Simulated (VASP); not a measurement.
# TaMn2N3 in VASP: further runs

TaMn2N3 is run at these levels: PBE; tasks: single point, relaxation of cell and atoms.

All numbers are computed with VASP 6.6.1; they aren't measurements. Logs are shortened: lines on timing, memory, paths and dates and some standing lists are left out, and cuts for length are marked.

## (1) The cell of the first run

Symmetry: P6/mmm, No. 191, hexagonal system. Conventional cell: a = 4.812 Å, b = 4.812 Å, c = 2.756 Å, α = 90.00°, β = 90.00°, γ = 120.00°. Within 3.2 Å of Ta (site symmetry 6/mmm) lie 6 N at 2.41 Å and 2 Ta at 2.76 Å and 12 Mn at 3.10 Å. Within 2.6 Å of Mn (site symmetry -6m2) lie 6 N at 1.96 Å. N (site symmetry mmm) has 4 Mn at 1.96 Å and 2 Ta at 2.41 Å and 4 N at 2.41 Å within 2.6 Å.

## (2) Single point, PBE

Input file INCAR:

```
SYSTEM = TaMn2N3
  ALGO = Normal
  EDIFF = 1E-7
  ENCUT = 520
  GGA = PE
  ISIF = 2
  ISMEAR = 0
  LASPH = .True.
  LCHARG = .True.
  LELF = .True.
  LREAL = .False.
  LVHAR = .True.
  LWAVE = .False.
  NBANDS = 35
  NELM = 60
  PREC = Accurate
  SIGMA = 0.1
```

Input file KPOINTS:

```
k-points
0
Gamma
  6 6 6
  0 0 0
```

Input file POSCAR:

```
TaMn2N3
1.0
    4.8119011461      0.0000000000      0.0000000000
   -2.4059505731      4.1672286331      0.0000000000
    0.0000000000      0.0000000000      2.7560900361
Ta Mn N
1 2 3
Direct
    0.0000000000      0.0000000000      0.0000000000
    0.3333333333      0.6666666667      0.5000000000
    0.6666666667      0.3333333333      0.5000000000
    0.5000000000      0.0000000000      0.0000000000
    0.0000000000      0.5000000000      0.0000000000
    0.5000000000      0.5000000000      0.0000000000
```

Potentials or basis: VASP PAW PBE potentials, release 64 (Ta_pv, Mn_pv, N).

Run with:

```console
cat potpaw_PBE.64/Ta_pv/POTCAR potpaw_PBE.64/Mn_pv/POTCAR potpaw_PBE.64/N/POTCAR > POTCAR
mpirun -np 1 vasp_std > vasp.out
```

OUTCAR:

```text
SYSTEM = TaMn2N3
   EDIFF = 1E-7
   ENCUT = 520
   GGA = PE
   ISIF = 2
   ISMEAR = 0
   LASPH = .True.
   LREAL = .False.
   NELM = 60
   PREC = Accurate

 ion  position               nearest neighbor table
   1  0.000  0.000  0.000-   4 2.41   4 2.41   6 2.41   6 2.41   5 2.41   5 2.41   3 3.10   3 3.10
                             2 3.10   2 3.10   2 3.10   3 3.10   2 3.10   3 3.10   2 3.10   3 3.10
   2  0.333  0.667  0.500-   5 1.96   5 1.96   4 1.96   4 1.96   6 1.96   6 1.96   3 2.78   3 2.78
                             3 2.78   1 3.10   1 3.10   1 3.10   1 3.10   1 3.10   1 3.10
   3  0.667  0.333  0.500-   5 1.96   5 1.96   4 1.96   4 1.96   6 1.96   6 1.96   2 2.78   2 2.78
                             2 2.78   1 3.10   1 3.10   1 3.10   1 3.10   1 3.10   1 3.10
   4  0.500  0.000  0.000-   2 1.96   3 1.96   2 1.96   3 1.96   1 2.41   1 2.41
   5  0.000  0.500  0.000-   2 1.96   3 1.96   2 1.96   3 1.96   1 2.41   1 2.41
   6  0.500  0.500  0.000-   2 1.96   3 1.96   2 1.96   3 1.96   1 2.41   1 2.41

  LATTYP: Found a hexagonal cell.
 ALAT       =     4.8119011461
 C/A-ratio  =     0.5727653068

  Lattice vectors:

 A1 = (   4.8119011461,   0.0000000000,   0.0000000000)
 A2 = (  -2.4059505731,   4.1672286331,   0.0000000000)
 A3 = (   0.0000000000,   0.0000000000,   2.7560900361)

Analysis of symmetry for initial positions (statically):
=====================================================================
 Subroutine PRICEL returns:
 Original cell was already a primitive cell.

 Routine SETGRP: Setting up the symmetry group for a
 hexagonal supercell.

 Subroutine GETGRP returns: Found 24 space group operations
 (whereof 24 operations were pure point group operations)
 out of a pool of 24 trial point group operations.

The static configuration has the point symmetry D_6h.

Analysis of symmetry for dynamics (positions and initial velocities):
=====================================================================
 Subroutine PRICEL returns:
 Original cell was already a primitive cell.

 Routine SETGRP: Setting up the symmetry group for a
 hexagonal supercell.

 Subroutine GETGRP returns: Found 24 space group operations
 (whereof 24 operations were pure point group operations)
 out of a pool of 24 trial point group operations.

The dynamic configuration has the point symmetry D_6h.

 Subroutine INISYM returns: Found 24 space group operations
 (whereof 24 operations are pure point group operations),
 and found     1 'primitive' translations

----------------------------------------------------------------------------------------

                                     Primitive cell

  volume of cell :      55.2659

  direct lattice vectors                    reciprocal lattice vectors
     4.811901146  0.000000000  0.000000000     0.207818068  0.119983818  0.000000000
    -2.405950573  4.167228633  0.000000000     0.000000000  0.239967635  0.000000000
     0.000000000  0.000000000  2.756090036     0.000000000  0.000000000  0.362832849

  length of vectors
     4.811901146  4.811901146  2.756090036     0.239967635  0.239967635  0.362832849

  position of ions in fractional coordinates (direct lattice)
     0.000000000  0.000000000  0.000000000
     0.333333333  0.666666667  0.500000000
     0.666666667  0.333333333  0.500000000
     0.500000000  0.000000000  0.000000000
     0.000000000  0.500000000  0.000000000
     0.500000000  0.500000000  0.000000000

  ion indices of the primitive-cell ions
   primitive index   ion index
                 1           1
                 2           2
                 3           3
                 4           4
                 5           5
                 6           6

----------------------------------------------------------------------------------------

 KPOINTS: k-points

Automatic generation of k-mesh.
 Grid dimensions read from file:
 generate k-points for:    6    6    6

 Generating k-lattice:

  Cartesian coordinates                     Fractional coordinates (reciprocal lattice)
[... 45 lines left out ...]
 Gauss-broadening in eV      SIGMA  =   0.10
  energy-cutoff  :      520.00
  volume of cell :       55.27
 maximum number of plane-waves:      1500
 NGX is ok and might be reduce to    36
   NGX = 17   NGY = 17   NGZ = 11

 number of electron      51.9999974 magnetization

 Free energy of the ion-electron system (eV)
  ---------------------------------------------------
  ext. energy  EPLUGINS =         0.00000000
  ---------------------------------------------------
  free energy    TOTEN  =       -54.02828841 eV

  energy without entropy =      -53.99043957  energy(sigma->0) =      -54.00936399

 E-fermi :   9.6446     XC(G=0): -13.5656

 val. band max:        9.6437895201   @ k =   0.5000  -0.0000   0.3333
 cond. band min:       9.6645853426   @ k =   0.0000   0.0000   0.5000
 fundamental gap:      0.0207958226
 Fermi energy:         9.6445616224

 k-point     1 :       0.0000    0.0000    0.0000
  band No.  band energies     occupation
      1     -39.2346      2.00000
      2     -39.2057      2.00000
      3     -39.0722      2.00000
      4     -39.0722      2.00000
      5     -38.9645      2.00000
      6     -38.9645      2.00000
[... 27 lines left out ...]
     34      12.5750      0.00000
     35      12.5750      0.00000

 k-point     2 :       0.1667   -0.0000    0.0000
  band No.  band energies     occupation
      1     -39.2329      2.00000
      2     -39.2074      2.00000
      3     -39.0742      2.00000
      4     -39.0668      2.00000
      5     -38.9700      2.00000
      6     -38.9625      2.00000
[... 27 lines left out ...]
     34      12.7415      0.00000
     35      13.2609      0.00000

 k-point     3 :       0.3333   -0.0000    0.0000
  band No.  band energies     occupation
      1     -39.2284      2.00000
      2     -39.2118      2.00000
      3     -39.0780      2.00000
      4     -39.0532      2.00000
      5     -38.9836      2.00000
      6     -38.9588      2.00000
[... 27 lines left out ...]
     34      13.1182      0.00000
     35      13.5116      0.00000
[... 723 lines left out ...]
 k-point    23 :       0.1667   -0.0000    0.5000
  band No.  band energies     occupation
      1     -39.4177      2.00000
      2     -39.3823      2.00000
      3     -39.0481      2.00000
      4     -39.0411      2.00000
      5     -38.9487      2.00000
      6     -38.9415      2.00000
[... 27 lines left out ...]
     34      13.4594      0.00000
     35      14.1004      0.00000

 k-point    24 :       0.3333   -0.0000    0.5000
  band No.  band energies     occupation
      1     -39.4117      2.00000
      2     -39.3884      2.00000
      3     -39.0514      2.00000
      4     -39.0280      2.00000
      5     -38.9620      2.00000
      6     -38.9382      2.00000
[... 27 lines left out ...]
     34      13.8468      0.00000
     35      14.3750      0.00000

 [... further k-points ...]
[... 5 lines left out ...]
  --------------------------------------------------------------------------------------
  -------------------------------------------------------------------------------------
  Total        0.1702205      0.1702205      0.2825678     -0.0000000      0.0000000      0.0000000
  in kB        4.9347494      4.9347494      8.1917325     -0.0000000      0.0000000      0.0000000
  external PRESSURE =       6.0204105 kB  Pullay stress =       0.0000000 kB

 VOLUME and BASIS-vectors are now :
 -----------------------------------------------------------------------------
  energy-cutoff  :      520.00
  volume of cell :       55.27
      direct lattice vectors                 reciprocal lattice vectors
     4.811901146  0.000000000  0.000000000     0.207818068  0.119983818  0.000000000
    -2.405950573  4.167228633  0.000000000     0.000000000  0.239967635  0.000000000
     0.000000000  0.000000000  2.756090036     0.000000000  0.000000000  0.362832849

 POSITION                                       TOTAL-FORCE (eV/Angst)
 -----------------------------------------------------------------------------------
      0.00000      0.00000      0.00000        -0.000000      0.000000     -0.000000
     -0.00000      2.77815      1.37805         0.000000     -0.000000      0.000000
      2.40595      1.38908      1.37805        -0.000000      0.000000     -0.000000
      2.40595      0.00000      0.00000        -0.000000      0.000000     -0.000000
     -1.20298      2.08361      0.00000         0.000000      0.000000     -0.000000
      1.20298      2.08361      0.00000         0.000000      0.000000     -0.000000
 -----------------------------------------------------------------------------------
    total drift:                                0.000000      0.000000     -0.000000

  FREE ENERGIE OF THE ION-ELECTRON SYSTEM (eV)
  ---------------------------------------------------
  free  energy   TOTEN  =       -54.0282884056 eV

  energy  without entropy=      -53.9904395692  energy(sigma->0) =      -54.00936399
```

Run time: 84 s. Hardware: 1 thread of Oxide Virtual Turin-like, shared host; peak memory 0.16 GiB.

Results:

```
Free energy            : -54.0283 eV
Pressure               : 0.6 GPa
Band gap on the k mesh : zero (band 26 reaches 10.15 eV, above the bottom of band 27 at 8.53 eV)
```

Caveat: the k points lie up to 0.38 Å⁻¹ apart; spin-orbit coupling is left out, which moves the levels of the heavy elements; the run has no spin polarisation, though such a crystal can be magnetic.

## (3) Relaxation of cell and atoms, PBE

This run uses another cell than the first one, of 9.18 Å³/atom, 0.996 times its volume.

Input file INCAR:

```
SYSTEM = TaMn2N3
ALGO = Normal ; EDIFF = 1E-6
EDIFFG = -0.04 ; ENCUT = 600
GGA = PE ; IBRION = 2
ISIF = 3 ; ISMEAR = 0
LASPH = .True. ; LCHARG = .False.
LREAL = .False. ; LWAVE = .False.
NELM = 80 ; NSW = 90
PREC = Accurate ; SIGMA = 0.1
```

KPOINTS is that of step 2.

POSCAR, as its differences from that of step 2:

```diff
@@ -2,5 +2,5 @@
 1.0
-    4.8119011461      0.0000000000      0.0000000000
-   -2.4059505731      4.1672286331      0.0000000000
-    0.0000000000      0.0000000000      2.7560900361
+    4.7582978545      0.0000000000      0.0000000000
+   -2.3791489273      4.1208068208      0.0000000000
+    0.0000000000      0.0000000000      2.8083046138
 Ta Mn N
```

Potentials or basis: VASP PAW PBE potentials, release 64 (Ta_pv, Mn_pv, N).

Run with:

```console
cat potpaw_PBE.64/Ta_pv/POTCAR potpaw_PBE.64/Mn_pv/POTCAR potpaw_PBE.64/N/POTCAR > POTCAR
mpirun -np 1 vasp_std > vasp.out
```

It took 2.8 min on 1 thread of Oxide Virtual Turin-like, shared host; peak memory 0.2 GiB.

Results (log left out):

```yaml
Free_energy: -54.0334 eV
Relaxed_volume: 9.22 Å³/atom
Relaxed_cell: a = 4.812 Å, b = 4.812 Å, c = 2.759 Å, α = 90.00°, β = 90.00°, γ = 120.00°
Space_group_after_relaxing_to_0.05_Å: P6/mmm (No. 191)
Energy_gained_by_relaxing: 4.5 meV/atom
Ionic_steps: 3
Pressure_after_relaxing: 0.1 GPa
Band_gap_on_the_k_mesh: zero (band 26 reaches 10.14 eV, above the bottom of band 27 at 8.52 eV)
```

The path:
| step | energy change (eV) | largest force (eV/Å) | pressure (GPa) | volume (Å³) |
| --- | --- | --- | --- | --- |
| 1 | 0.0000 | 0.0000 | 0.45 | 55.07 |
| 2 | -0.0256 | 0.0000 | 0.21 | 55.26 |
| 3 | -0.0272 | 0.0000 | 0.13 | 55.32 |

Final structure:
```xyz
6
Lattice="4.8118 0.0000 0.0000 -2.4059 4.1671 0.0000 0.0000 0.0000 2.7589" Properties=species:S:1:pos:R:3 pbc="T T T"
Ta    0.0000    0.0000    2.7589
Mn    0.0000    2.7781    1.3795
Mn    2.4059    1.3890    1.3795
N     2.4059    0.0000    2.7589
N    -1.2029    2.0836    2.7589
N     1.2029    2.0836    2.7589
```

Levels at points of the mesh, in eV from the Fermi level:
```csv
k point,band 24,band 25,band 26,band 27,band 28,band 29
"(0.00, 0.00, 0.00)",-1.58,-1.36,-1.11,-1.11,0.49,1.91
"(0.50, 0.00, 0.00)",-0.90,-0.76,-0.52,0.65,0.67,0.73
"(0.00, 0.00, 0.50)",-0.44,0.02,0.51,0.51,0.74,0.74
"(0.50, 0.00, 0.50)",-1.30,-0.73,-0.17,-0.10,0.86,1.41
```

Caveat: the k points lie up to 0.38 Å⁻¹ apart in the final cell; spin-orbit coupling is left out, which moves the levels of the heavy elements; the run has no spin polarisation, though such a crystal can be magnetic.

## (4) Single point, PBE, collinear spin, antiferromagnetic start

This run uses another cell than the first one, of 9.18 Å³/atom, 0.996 times its volume.

Input file INCAR:

```
  PREC = Accurate
  ENCUT = 520
  EDIFF = 1E-7
  ISMEAR = 0
  SIGMA = 0.1
  LREAL = False
  LASPH = True
  NELM = 150
  ALGO = Normal
  ISIF = 2
  LWAVE = False
  LCHARG = False
  ISPIN = 2
  MAGMOM = 0 -4 4 0 0 0
  LORBIT = 11
  LMAXMIX = 4
  GGA = PE
  NBANDS = 39
```

Input file KPOINTS:

```
regular mesh
0
Gamma
  6 6 4
```

Input file POSCAR:

```
TaMn2N3
1.0
    4.7582978545     -0.0000000029      0.0000000000
   -2.3791489247      4.1208068223      0.0000000000
    0.0000000000      0.0000000000      2.8083046138
Ta Mn N
1 2 3
Direct
    0.0000000000      0.0000000000     -0.0000372291
    0.3333333333      0.6666666667      0.4999754503
    0.6666666667      0.3333333333      0.5000398103
    0.5000000259      0.0000000519      0.0000073229
   -0.0000000519      0.4999999741      0.0000073229
    0.5000000259      0.4999999741      0.0000073229
```

Run with:

```console
cat potpaw_PBE.64/Ta_pv/POTCAR potpaw_PBE.64/Mn_pv/POTCAR potpaw_PBE.64/N/POTCAR > POTCAR
mpirun -np 1 vasp_std > vasp.out
```

Wall time 3.5 min (1 thread of Oxide Virtual Turin-like, shared host); peak memory 0.21 GiB.

Results (log left out):

* Free energy: -54.0899 eV
* Pressure: 5.2 GPa
* Band gap on the k mesh: zero (filled and empty bands overlap)
* Net moment: 0.00 μB per cell
* Site moments: Ta +0.00; Mn -1.40, +1.40; N +0.00 μB
* Valence electrons inside the program's atomic spheres: Ta 8.72; Mn 12.01; N 3.73

Stress tensor (GPa, compression positive):
```
7.73 0.00 0.00
0.00 7.73 0.00
0.00 0.00 0.07
```

Levels at points of the mesh, in eV from the Fermi level:
Spin up:
| k point | band 24 | band 25 | band 26 | band 27 | band 28 | band 29 |
| --- | --- | --- | --- | --- | --- | --- |
| (0.00, 0.00, 0.00) | -1.37 | -1.35 | -1.35 | -1.22 | 0.62 | 1.84 |
| (0.50, 0.00, 0.00) | -1.14 | -0.82 | -0.33 | 0.32 | 0.45 | 0.80 |
| (0.00, 0.00, 0.50) | -0.75 | 0.17 | 0.17 | 0.48 | 0.59 | 0.59 |
| (0.50, 0.00, 0.50) | -1.65 | -0.90 | -0.76 | 0.42 | 1.16 | 1.16 |
Spin down:
| k point | band 22 | band 23 | band 24 | band 25 | band 26 | band 27 | band 28 | band 29 | band 30 | band 31 |
| --- | --- | --- | --- | --- | --- | --- | --- | --- | --- | --- |
| (0.00, 0.00, 0.00) | -2.19 | -1.37 | -1.37 | -1.35 | -1.35 | -1.22 | 0.62 | 1.84 | 1.84 | 2.28 |
| (0.50, 0.00, 0.00) | -1.84 | -1.61 | -1.14 | -0.82 | -0.33 | 0.32 | 0.45 | 0.80 | 1.40 | 2.18 |
| (0.00, 0.00, 0.50) | -1.92 | -1.65 | -0.75 | 0.17 | 0.17 | 0.48 | 0.59 | 0.59 | 1.24 | 1.24 |
| (0.50, 0.00, 0.50) | -2.71 | -2.44 | -1.65 | -0.90 | -0.76 | 0.42 | 1.16 | 1.16 | 1.44 | 2.31 |

Caveat: the k points lie up to 0.56 Å⁻¹ apart; spin-orbit coupling is left out, which moves the levels of the heavy elements. With open d or f shells a metallic result of PBE can be an artefact of self-interaction; +U or a hybrid may open a gap.

## (5) Single point, PBE

Input file INCAR:

```
ALGO = Normal ; EDIFF = 1E-7
ENCUT = 520 ; GGA = PE
ISIF = 2 ; ISMEAR = 0
LASPH = T ; LCHARG = F
LREAL = F ; LWAVE = F
NBANDS = 35 ; NELM = 60
PREC = Accurate ; SIGMA = 0.1
```

Input file KPOINTS:

```
k-points
0
Gamma
  12 12 14
```

Input file POSCAR:

```
TaMn2N3
1.0
    4.8036651035      0.0000000000      0.0000000000
   -2.4018325518      4.1600960109      0.0000000000
    0.0000000000      0.0000000000      2.7638844614
Ta Mn N
1 2 3
Direct
    0.0000000000      0.0000000000      0.0000000000
    0.3333333333      0.6666666667      0.5000000000
    0.6666666667      0.3333333333      0.5000000000
    0.5000000000      0.0000000000      0.0000000000
    0.0000000000      0.5000000000      0.0000000000
    0.5000000000      0.5000000000      0.0000000000
```

Run with:

```console
cat potpaw_PBE.64/Ta_pv/POTCAR potpaw_PBE.64/Mn_pv/POTCAR potpaw_PBE.64/N/POTCAR > POTCAR
mpirun -np 1 vasp_std > vasp.out
```

Wall time 10 min (1 thread of Oxide Virtual Turin-like, shared host); peak memory 0.34 GiB.

Results (log left out):

```yaml
Free_energy: -53.9741 eV
Pressure: 0.7 GPa
Band_gap_on_the_k_mesh: zero (band 26 reaches 10.18 eV, above the bottom of band 27 at 8.53 eV)
```

Stress tensor (GPa, compression positive):
```
0.56 0.00 0.00
0.00 0.56 0.00
0.00 0.00 1.11
```

Levels at points of the mesh, in eV from the Fermi level:
```tsv
k point	band 23	band 24	band 25	band 26	band 27	band 28	band 29	band 30
(0.00, 0.00, 0.00)	-1.58	-1.58	-1.34	-1.11	-1.11	0.53	1.94	1.94
(0.50, 0.00, 0.00)	-1.21	-0.90	-0.73	-0.52	0.64	0.66	0.74	1.16
(0.00, 0.00, 0.50)	-0.81	-0.45	0.03	0.54	0.54	0.74	0.74	0.81
(0.50, 0.00, 0.50)	-2.19	-1.27	-0.73	-0.18	-0.11	0.89	1.42	1.74
```

Caveat: spin-orbit coupling is left out, which moves the levels of the heavy elements; the run has no spin polarisation, though such a crystal can be magnetic. With open d or f shells a metallic result of PBE can be an artefact of self-interaction; +U or a hybrid may open a gap.

## (6) The runs side by side

| task | spin | cell | k mesh | cutoff (eV) | gap on the mesh (eV) | pressure (GPa) |
| --- | --- | --- | --- | --- | --- | --- |
| single point | off | a = 4.812, b = 4.812, c = 2.756 Å, angles 90.0, 90.0, 120.0°, 6 atoms | 6 × 6 × 6 | 520 | none | 0.6 |
| relaxation of cell and atoms | off | relaxed from a = 4.758, b = 4.758, c = 2.808 Å, angles 90.0, 90.0, 120.0°, 6 atoms | 6 × 6 × 6 | 600 | none | 0.1 |
| single point | collinear, antiferromagnetic start | a = 4.758, b = 4.758, c = 2.808 Å, angles 90.0, 90.0, 120.0°, 6 atoms | 6 × 6 × 4 | 520 | none | 5.2 |
| single point | off | a = 4.804, b = 4.804, c = 2.764 Å, angles 90.0, 90.0, 120.0°, 6 atoms | 12 × 12 × 14 | 520 | none | 0.7 |

Alike in all rows: level PBE; potentials or basis VASP PAW PBE potentials, release 64 (Ta_pv, Mn_pv, N); smearing gaussian 0.1 eV.

Caveats: some runs use coarse meshes; spin-orbit coupling is left out, which moves the levels of the heavy elements.

Total energies depend on the potentials used, so only differences within one code and one set of settings carry meaning.
